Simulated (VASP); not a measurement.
Crystal: Ge2F3.

```
Ge F
1.0
     1.62001    0.93532    7.50959
    -1.62001    0.93532    7.50959
     0.00000   -1.87063    7.50959
Ge F
2 3
Direct
  0.40000 0.40000 0.40000
  0.60000 0.60000 0.60000
  0.00000 0.00000 0.00000
  0.20950 0.20950 0.20950
  0.79050 0.79050 0.79050
```

| Item | Value |
| --- | --- |
| Program | VASP 6.6.1 |
| Task | relaxation of cell and atoms |
| Functional | PBE |
| Potentials or basis | VASP PAW PBE potentials, release 64 (Ge_d, F) |
| Cutoff | 600 eV |
| k mesh | 6 × 6 × 6 |
| Occupations | gaussian, width 0.1 eV |
| Spin | no spin polarisation |

At the start: pressure 11.1 GPa; volume 13.65 Å³/atom.

Task: Where does the relaxation end?

Result: Over 14 steps the energy falls by 120.5 meV/atom and the volume is 16.10 Å³/atom (+17.9 %); space group R-3m (No. 166, to 0.1 Å) before and after.

The path:
```tsv
step	energy change (eV)	largest force (eV/Å)	pressure (GPa)	volume (Å³)
1	0.0000	1.5579	11.07	68.27
2	-0.4796	0.6280	-0.26	78.02
3	-0.4898	0.5843	-1.46	79.75
4	-0.5375	0.1433	0.20	78.91
5	-0.5384	0.0867	0.62	78.78
6	-0.5435	0.1203	0.19	79.42
7	-0.5488	0.1964	-0.65	80.91
8	-0.5536	0.2002	-0.59	80.92
9	-0.5682	0.2058	-0.53	80.94
10	-0.5912	0.1848	-0.35	80.92
11	-0.5923	0.1214	-0.10	80.62
12	-0.5999	0.1471	-0.17	80.81
13	-0.6020	0.0924	-0.41	80.41
14	-0.6024	0.0242	-0.24	80.52
```

Final structure:
```yaml
crystal:
  lattice:
    - [1.62408, 0.93766, 8.81262]
    - [-1.62408, 0.93766, 8.81262]
    - [0.00000, -1.87532, 8.81262]
  atoms:
    - { symbol: Ge, position: [0.40161, 0.40161, 0.40161] }
    - { symbol: Ge, position: [0.59839, 0.59839, 0.59839] }
    - { symbol: F, position: [0.00000, 0.00000, 0.00000] }
    - { symbol: F, position: [0.21636, 0.21636, 0.21636] }
    - { symbol: F, position: [0.78364, 0.78364, 0.78364] }
```

Caveat: the k points lie up to 0.37 Å⁻¹ apart in the final cell, too coarse for converged energies and pressures of a metal; the volume moved by over 15 % at a fixed basis, so the end points are rough; an odd number of electrons without spin polarisation forces a metal; a magnetic or distorted state may lie lower.
